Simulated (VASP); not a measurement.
# Pt (I4/mmm) in VASP: further runs

Runs on Pt. Level: LDA. Tasks: single point.

All numbers are computed with VASP 6.6.1; they aren't measurements. Logs are shortened: lines on timing, memory, paths and dates and some standing lists are left out, and cuts for length are marked.

**1. The cell of the first run**

It takes space group I4/mmm (No. 139, tetragonal). The conventional cell has a = 2.934 Å, b = 2.934 Å, c = 3.841 Å, α = 90.00°, β = 90.00°, γ = 90.00°. Pt (site symmetry 4/mmm) has 14 Pt at 2.83 to 3.84 Å within 3.9 Å.

**2. Single point, LDA (16.53 Å³/atom)**

Input file INCAR:

```
ALGO     = Fast           # electronic algorithm
EDIFF    = 1E-6           # SCF threshold, eV
ENCUT    = 520            # plane-wave cutoff, eV
ISIF     = 2              # what is computed and relaxed
ISMEAR   = 0              # smearing method
LASPH    = True           # aspherical terms in the spheres
LCHARG   = False          # write CHGCAR
LREAL    = False          # projectors in reciprocal space
LWAVE    = False          # write WAVECAR
NBANDS   = 11             # bands
NELM     = 100            # most SCF steps
PREC     = Accurate       # precision mode
SIGMA    = 0.15           # smearing width, eV
```

Input file KPOINTS:

```
k-points
0
Gamma
  22 22 22
```

Input file POSCAR:

```
Pt
1.0
    0.0000000000      2.0744258830      1.9202960399
    2.0744258830      0.0000000000      1.9202960399
    2.0744258830      2.0744258830      0.0000000000
Pt
1
Direct
    0.0000000000      0.0000000000      0.0000000000
```

Potentials or basis: VASP PAW LDA potentials, release 64 (Pt).

Command:

```
$ cat potpaw_LDA.64/Pt/POTCAR > POTCAR
$ mpirun -np 1 vasp_std > vasp.out
```

OUTCAR:

```text
EDIFF = 1E-6
   ENCUT = 520
   ISIF = 2
   ISMEAR = 0
   LASPH = True
   LREAL = False
   NELM = 100
   PREC = Accurate

 ion  position               nearest neighbor table
   1  0.000  0.000  0.000-

  LATTYP: Found a body centered tetragonal cell.
 ALAT       =     2.9336812179
 C/A-ratio  =     1.3091374947

  Lattice vectors:

 A1 = (   0.0000000000,  -2.0744258830,  -1.9202960399)
 A2 = (   0.0000000000,   2.0744258830,  -1.9202960399)
 A3 = (   2.0744258830,   0.0000000000,   1.9202960399)

Analysis of symmetry for initial positions (statically):
=====================================================================
 Subroutine PRICEL returns:
 Original cell was already a primitive cell.

 Routine SETGRP: Setting up the symmetry group for a
 body centered tetragonal supercell.

 Subroutine GETGRP returns: Found 16 space group operations
 (whereof 16 operations were pure point group operations)
 out of a pool of 16 trial point group operations.

The static configuration has the point symmetry D_4h.

Analysis of symmetry for dynamics (positions and initial velocities):
=====================================================================
 Subroutine PRICEL returns:
 Original cell was already a primitive cell.

 Routine SETGRP: Setting up the symmetry group for a
 body centered tetragonal supercell.

 Subroutine GETGRP returns: Found 16 space group operations
 (whereof 16 operations were pure point group operations)
 out of a pool of 16 trial point group operations.

The dynamic configuration has the point symmetry D_4h.

 Subroutine INISYM returns: Found 16 space group operations
 (whereof 16 operations are pure point group operations),
 and found     1 'primitive' translations

----------------------------------------------------------------------------------------

                                     Primitive cell

  volume of cell :      16.5270

  direct lattice vectors                    reciprocal lattice vectors
     0.000000000  2.074425883  1.920296040    -0.241030544  0.241030544  0.260376520
     2.074425883  0.000000000  1.920296040     0.241030544 -0.241030544  0.260376520
     2.074425883  2.074425883  0.000000000     0.241030544  0.241030544 -0.260376520

  length of vectors
     2.826796707  2.826796707  2.933681218     0.428937500  0.428937500  0.428937500

  position of ions in fractional coordinates (direct lattice)
     0.000000000  0.000000000  0.000000000

  ion indices of the primitive-cell ions
   primitive index   ion index
                 1           1

----------------------------------------------------------------------------------------

 KPOINTS: k-points

Automatic generation of k-mesh.
 Grid dimensions read from file:
 generate k-points for:   22   22   22

 Generating k-lattice:

  Cartesian coordinates                     Fractional coordinates (reciprocal lattice)
    -0.010955934  0.010955934  0.011835296     0.045454545  0.000000000  0.000000000
     0.010955934 -0.010955934  0.011835296     0.000000000  0.045454545  0.000000000
     0.010955934  0.010955934 -0.011835296     0.000000000  0.000000000  0.045454545

  Length of vectors
     0.019497159  0.019497159  0.019497159

  Shift w.r.t. Gamma in fractional coordinates (k-lattice)
     0.000000000  0.000000000  0.000000000

 Subroutine IBZKPT returns following result:
 ===========================================

 Found    834 irreducible k-points:

 Following reciprocal coordinates:
            Coordinates               Weight
  0.000000  0.000000  0.000000      1.000000
  0.045455  0.000000  0.000000      8.000000
  0.090909  0.000000  0.000000      8.000000
  0.136364  0.000000  0.000000      8.000000
  0.181818 -0.000000  0.000000      8.000000
  0.227273 -0.000000  0.000000      8.000000
[... 16 lines left out ...]
  0.500000  0.045455  0.000000      8.000000
 -0.454545  0.045455  0.000000      8.000000
 [... further k-points ...]
   k-points           NKPTS =    834   k-points in BZ     NKDIM =    834   number of bands    NBANDS=     11
   number of dos      NEDOS =    301   number of ions     NIONS =      1
   total plane-waves  NPLWV =  13824
   dimension x,y,z NGX =    24 NGY =   24 NGZ =   24
   dimension x,y,z NGXF=    48 NGYF=   48 NGZF=   48
   ions per type =               1
   NGX,Y,Z   is equivalent  to a cutoff of  14.11, 14.11, 13.60 a.u.
   NGXF,Y,Z  is equivalent  to a cutoff of  28.23, 28.23, 27.20 a.u.
 SYSTEM =  unknown system
   PREC   = accura    normal or accurate (medium, high low for compatibility)
   ISTART =      0    job   : 0-new  1-cont  2-samecut
   ICHARG =      2    charge: 1-file 2-atom 10-const
   ISPIN  =      1    spin polarized calculation?
   LNONCOLLINEAR =      F non collinear calculations
   LSORBIT =      F    spin-orbit coupling
   LASPH  =      T    aspherical Exc in radial PAW
   ENCUT  =  520.0 eV  38.22 Ry    6.18 a.u.   5.26  5.26  5.45*2*pi/ulx,y,z
   NELM   =    100;   NELMIN=  2; NELMDL= -5     # of ELM steps
   EDIFF  = 0.1E-05   stopping-criterion for ELM
   LREAL  =      F    real-space projection
   EDIFFG = 0.1E-04   stopping-criterion for IOM
   NSW    =      0    number of steps for IOM
   IBRION =     -1    ionic relax: 0-MD 1-quasi-New 2-CG
   NFREE  =      0    steps in history (QN), initial steepest desc. (CG)
   ISIF   =      2    stress and relaxation
   ISYM   =      2    0-nonsym 1-usesym 2-fastsym
   POTIM  = 0.5000    time-step for ionic-motion
   TEBEG  =    0.0;   TEEND  =   0.0 temperature during run
   PSTRESS=    0.0 pullay stress
   NELECT =      10.0000    total number of electrons
   NUPDOWN=      -1.0000    fix difference up-down
   EMIN   =  10.00;   EMAX   =-10.00  energy-range for DOS
   EFERMI =   0.00;   METHOD = LEGACY
   ISMEAR =     0;   SIGMA  =   0.15  broadening in eV -4-tet -1-fermi 0-gaus
   EFERMI_NEDOS =   21; number of points for ismear=-14 and -15
   IALGO  =     68    algorithm
   IMIX   =      4    mixing-type and parameters
     AMIX     =   0.40;   BMIX     =  1.00
     AMIX_MAG =   1.60;   BMIX_MAG =  1.00
  volume/ion in A,a.u.               =      16.53       111.53
  Fermi-wavevector in a.u.,A,eV,Ry     =   1.384661  2.616630 26.086264  1.917286
  Thomas-Fermi vector in A             =   2.509144
   LORBIT       =      0    0 simple, 1 ext, 2 COOP (PROOUT), +10 PAW based schemes
   GGA     = CA    functional components
   LHFCALC =     F    Hartree Fock is set to
   AEXX    =    0.0000 exact exchange contribution
   IVDW    =     0    specifies the selected vdW correction
   LEPSILON=     F    determine dielectric tensor
   LRPA    =     F    only Hartree local field effects (RPA)
 non-spin polarized calculation
 RMM-DIIS sequential band-by-band and
 Gauss-broadening in eV      SIGMA  =   0.15
  energy-cutoff  :      520.00
  volume of cell :       16.53
 maximum number of plane-waves:       459
 NGX is ok and might be reduce to    24
   NGX = 11   NGY = 11   NGZ = 11

 number of electron      10.0000000 magnetization

 number of electron       9.9999999 magnetization

 Free energy of the ion-electron system (eV)
  ---------------------------------------------------
  ext. energy  EPLUGINS =         0.00000000
  ---------------------------------------------------
  free energy    TOTEN  =        -7.35468654 eV

  energy without entropy =       -7.33170274  energy(sigma->0) =       -7.34319464

 E-fermi :   9.4060     XC(G=0): -13.1607

 val. band max:        9.4055657051   @ k =  -0.4091   0.1818   0.0909
 cond. band min:       9.4063723047   @ k =  -0.3182   0.3636   0.2273
 fundamental gap:      0.0008065997
 Fermi energy:         9.4060070947

 k-point     1 :       0.0000    0.0000    0.0000
  band No.  band energies     occupation
      1       0.1825      2.00000
      2       5.9227      2.00000
      3       5.9227      2.00000
      4       6.6892      2.00000
      5       7.5655      2.00000
      6       8.4326      2.00000
      7      24.3725      0.00000
      8      28.1294      0.00000
      9      28.1294      0.00000
     10      29.8648      0.00000
     11      33.9444      0.00000

 k-point     2 :       0.0455    0.0000    0.0000
  band No.  band energies     occupation
      1       0.2592      2.00000
      2       5.9177      2.00000
      3       5.9518      2.00000
      4       6.6904      2.00000
      5       7.5578      2.00000
      6       8.4103      2.00000
      7      24.4826      0.00000
      8      27.9130      0.00000
      9      28.2382      0.00000
     10      29.7089      0.00000
     11      34.4349      0.00000

 k-point     3 :       0.0909    0.0000    0.0000
  band No.  band energies     occupation
      1       0.4852      2.00000
      2       5.8941      2.00000
      3       6.0291      2.00000
      4       6.7058      2.00000
      5       7.5464      2.00000
      6       8.3511      2.00000
      7      24.7873      0.00000
      8      27.1353      0.00000
      9      28.5575      0.00000
     10      29.7295      0.00000
     11      34.9655      0.00000

 k-point     4 :       0.1364    0.0000    0.0000
  band No.  band energies     occupation
      1       0.8467      2.00000
      2       5.8433      2.00000
      3       6.1218      2.00000
      4       6.7529      2.00000
      5       7.5672      2.00000
      6       8.2790      2.00000
      7      25.1782      0.00000
      8      25.9865      0.00000
      9      29.0653      0.00000
     10      30.1146      0.00000
     11      33.7514      0.00000
[... 239 lines left out ...]
 k-point    22 :       0.4545    0.0455    0.0000
  band No.  band energies     occupation
      1       3.0542      2.00000
      2       5.8136      2.00000
      3       6.5106      2.00000
      4       8.1361      2.00000
      5       9.6019      0.06472
      6       9.7244      0.00268
      7      15.4449      0.00000
      8      23.9245      0.00000
      9      26.8977      0.00000
     10      28.9095      0.00000
     11      35.1388      0.00000

 k-point    23 :       0.5000    0.0455    0.0000
  band No.  band energies     occupation
      1       3.0579      2.00000
      2       5.7805      2.00000
      3       6.4720      2.00000
      4       8.5020      2.00000
      5       9.6622      0.01571
      6      10.0999      0.00000
      7      14.6574      0.00000
      8      23.7980      0.00000
      9      26.7899      0.00000
     10      28.4818      0.00000
     11      35.5464      0.00000

 k-point    24 :      -0.4545    0.0455    0.0000
  band No.  band energies     occupation
      1       3.0561      2.00000
      2       5.7851      2.00000
      3       6.4717      2.00000
      4       8.4996      2.00000
      5       9.5595      0.14793
      6       9.9428      0.00000
      7      14.9243      0.00000
      8      23.8335      0.00000
      9      27.0506      0.00000
     10      28.3383      0.00000
     11      35.6746      0.00000

 [... further k-points ...]
[... 5 lines left out ...]
  --------------------------------------------------------------------------------------
  -------------------------------------------------------------------------------------
  Total       -2.6773134     -2.6773134     -2.2840272      0.0000000     -0.0000000      0.0000000
  in kB     -259.5468520   -259.5468520   -221.4204971      0.0000000     -0.0000000      0.0000000
  external PRESSURE =    -246.8380670 kB  Pullay stress =       0.0000000 kB

 VOLUME and BASIS-vectors are now :
 -----------------------------------------------------------------------------
  energy-cutoff  :      520.00
  volume of cell :       16.53
      direct lattice vectors                 reciprocal lattice vectors
     0.000000000  2.074425883  1.920296040    -0.241030544  0.241030544  0.260376520
     2.074425883  0.000000000  1.920296040     0.241030544 -0.241030544  0.260376520
     2.074425883  2.074425883  0.000000000     0.241030544  0.241030544 -0.260376520

 POSITION                                       TOTAL-FORCE (eV/Angst)
 -----------------------------------------------------------------------------------
      0.00000      0.00000      0.00000         0.000000      0.000000      0.000000
 -----------------------------------------------------------------------------------
    total drift:                               -0.000000     -0.000000     -0.000000

  FREE ENERGIE OF THE ION-ELECTRON SYSTEM (eV)
  ---------------------------------------------------
  free  energy   TOTEN  =        -7.3546865370 eV

  energy  without entropy=       -7.3317027391  energy(sigma->0) =       -7.34319464
```

Run time: 2.2 min. Hardware: 1 thread of Intel Xeon 8259CL, shared host; peak memory 0.26 GiB.

Results:

* Free energy: -7.3547 eV
* Pressure: -24.7 GPa
* Band gap on the k mesh: zero (bands 5 and 6 overlap by 2.18 eV)

Stress tensor (GPa, compression positive):
```
-25.95   0.00   0.00
  0.00 -25.95   0.00
  0.00   0.00 -22.14
```

Levels at points of the mesh, in eV from the Fermi level:
| k point | band 1 | band 2 | band 3 | band 4 | band 5 | band 6 | band 7 | band 8 | band 9 | band 10 |
| --- | --- | --- | --- | --- | --- | --- | --- | --- | --- | --- |
| (0.00, 0.00, 0.00) | -9.22 | -3.48 | -3.48 | -2.72 | -1.84 | -0.97 | 14.97 | 18.72 | 18.72 | 20.46 |
| (0.50, 0.00, 0.00) | -6.41 | -3.68 | -2.88 | -0.15 | -0.07 | 0.26 | 5.22 | 14.25 | 17.52 | 19.28 |
| (0.50, 0.50, 0.00) | -6.02 | -5.71 | 0.02 | 0.45 | 0.45 | 2.95 | 9.17 | 10.19 | 10.19 | 18.45 |
| (0.50, 0.00, 0.50) | -6.16 | -5.68 | -0.01 | 0.12 | 0.68 | 1.53 | 7.37 | 11.39 | 11.76 | 19.65 |

Caveat: the cell stands under tension; spin-orbit coupling is left out, which moves the levels of the heavy elements.

**3. Single point, LDA (16.53 Å³/atom)**

Input file INCAR:

```
SYSTEM = Pt
PREC     = Accurate       ! precision mode
ENCUT    = 520            ! plane-wave cutoff, eV
EDIFF    = 1E-6           ! SCF threshold, eV
ISMEAR   = 0              ! smearing method
SIGMA    = 0.15           ! smearing width, eV
LREAL    = .False.        ! projectors in reciprocal space
LASPH    = .True.         ! aspherical terms in the spheres
NELM     = 100            ! most SCF steps
ALGO     = Fast           ! electronic algorithm
ISIF     = 2              ! what is computed and relaxed
LWAVE    = .False.        ! write WAVECAR
LCHARG   = .False.        ! write CHGCAR
NBANDS   = 11             ! bands
```

Input file KPOINTS:

```
Automatic mesh
0
Gamma
  22 22 22
  0 0 0
```

Input file POSCAR:

```
Pt
1.0
    0.0000000000      2.1840392652      1.7323799452
    2.1840392652      0.0000000000      1.7323799452
    2.1840392652      2.1840392652      0.0000000000
Pt
1
Direct
    0.0000000000      0.0000000000      0.0000000000
```

Potentials or basis: VASP PAW LDA potentials, release 64 (Pt).

Command:

```
$ cat potpaw_LDA.64/Pt/POTCAR > POTCAR
$ mpirun -np 1 vasp_std > vasp.out
```

Run time: 2.4 min. Hardware: 1 thread of Intel Xeon 8259CL, shared host; peak memory 0.27 GiB.

Results (log left out):

```yaml
Free_energy: -7.3000 eV
Pressure: -23.1 GPa
Band_gap_on_the_k_mesh: zero (bands 5 and 6 overlap by 1.98 eV)
```

Stress tensor (GPa, compression positive):
```
-24.91   0.00   0.00
  0.00 -24.91   0.00
  0.00   0.00 -19.52
```

Levels at points of the mesh, in eV from the Fermi level:
```tsv
k point	band 3	band 4	band 5	band 6	band 7	band 8
(0.00, 0.00, 0.00)	-3.49	-2.65	-1.57	-0.58	15.89	17.78
(0.50, 0.00, 0.00)	-1.80	-0.47	0.18	0.77	5.60	13.70
(0.50, 0.50, 0.00)	0.26	0.53	0.53	5.41	8.65	8.65
(0.50, 0.00, 0.50)	-0.42	-0.30	0.88	0.99	6.53	12.36
```

Caveat: the stress differs along the axes, from -25 to -20 GPa; spin-orbit coupling is left out, which moves the levels of the heavy elements.

**4. Single point, LDA (12.99 Å³/atom)**

This run uses another cell than the first one, of 12.99 Å³/atom.

Input file INCAR:

```
ALGO = Fast ; EDIFF = 1E-6
ENCUT = 520 ; GGA = CA
ISIF = 2 ; ISMEAR = 0
LASPH = True ; LCHARG = True
LELF = True ; LREAL = False
LVHAR = True ; LWAVE = False
NBANDS = 11 ; NELM = 100
PREC = Accurate ; SIGMA = 0.15
```

Input file KPOINTS:

```
k-points
0
Gamma
  22 22 22
```

Input file POSCAR:

```
Pt
1.0
    0.0000000000      1.7719319298      2.0678445620
    1.7719319298      0.0000000000      2.0678445620
    1.7719319298      1.7719319298      0.0000000000
Pt
1
Direct
    0.0000000000      0.0000000000      0.0000000000
```

Command:

```
$ cat potpaw_LDA.64/Pt/POTCAR > POTCAR
$ mpirun -np 1 vasp_std > vasp.out
```

Wall time 2.2 min (1 thread of Intel Xeon 8259CL, shared host); peak memory 0.23 GiB.

Results (log left out):

- Free energy: -7.0791 eV
- Pressure: 61.7 GPa
- Band gap on the k mesh: zero (bands 5 and 6 overlap by 3.91 eV)

Stress tensor (GPa, compression positive):
```
75.59  0.00  0.00
 0.00 75.59  0.00
 0.00  0.00 34.05
```

Levels at points of the mesh, in eV from the Fermi level:
| k point | band 2 | band 3 | band 4 | band 5 | band 6 | band 7 | band 8 | band 9 |
| --- | --- | --- | --- | --- | --- | --- | --- | --- |
| (0.00, 0.00, 0.00) | -6.21 | -3.78 | -3.78 | -3.57 | -0.62 | 14.56 | 17.01 | 21.63 |
| (0.50, 0.00, 0.00) | -5.85 | -3.74 | -0.90 | -0.22 | 0.55 | 7.51 | 13.27 | 19.42 |
| (0.50, 0.50, 0.00) | -8.37 | -0.40 | 0.48 | 0.65 | 0.65 | 7.89 | 13.95 | 13.95 |
| (0.50, 0.00, 0.50) | -8.10 | -0.42 | -0.23 | 1.95 | 2.85 | 10.37 | 12.02 | 12.54 |

Caveat: the stress differs along the axes, from 34 to 76 GPa; spin-orbit coupling is left out, which moves the levels of the heavy elements.

**5. Single point, LDA (12.98 Å³/atom)**

This run uses another cell than the first one, of 12.98 Å³/atom.

Input file INCAR:

```
SYSTEM = Pt
PREC = Accurate
ENCUT = 520
EDIFF = 1E-6
ISMEAR = 0
SIGMA = 0.15
LREAL = .False.
LASPH = .True.
NELM = 80
ALGO = Fast
ISIF = 2
LWAVE = .False.
LCHARG = .True.
GGA = CA
LELF = .True.
LVHAR = .True.
NBANDS = 11
```

Input file KPOINTS:

```
regular mesh
0
Gamma
  22 22 22
  0 0 0
```

Input file POSCAR:

```
Pt
1.0
    0.0000000000      2.1770801336      1.3698188201
    2.1770801336      0.0000000000      1.3698188201
    2.1770801336      2.1770801336      0.0000000000
Pt
1
Direct
    0.0000000000      0.0000000000      0.0000000000
```

Command:

```
$ cat potpaw_LDA.64/Pt/POTCAR > POTCAR
$ mpirun -np 1 vasp_std > vasp.out
```

It took 2.4 min on 1 thread of Intel Xeon 8259CL, shared host; peak memory 0.23 GiB.

It converged, with:

```yaml
Free_energy: -7.1272 eV
Pressure: 59.7 GPa
Band_gap_on_the_k_mesh: zero (bands 5 and 6 overlap by 2.99 eV)
```

Stress tensor (GPa, compression positive):
```
65.21  0.00  0.00
 0.00 65.21  0.00
 0.00  0.00 48.71
```

Levels at points of the mesh, in eV from the Fermi level:
```tsv
k point	band 3	band 4	band 5	band 6	band 7	band 8
(0.00, 0.00, 0.00)	-4.25	-4.25	-2.70	-0.70	15.92	15.92
(0.50, 0.00, 0.00)	-1.71	-0.08	-0.07	1.36	8.57	12.70
(0.50, 0.50, 0.00)	0.54	0.54	1.00	6.77	6.77	10.69
(0.50, 0.00, 0.50)	-2.98	-1.44	-1.03	1.20	7.31	13.76
```

Caveat: the stress differs along the axes, from 49 to 65 GPa; spin-orbit coupling is left out, which moves the levels of the heavy elements.

(Part 1 of 2 ends here.)
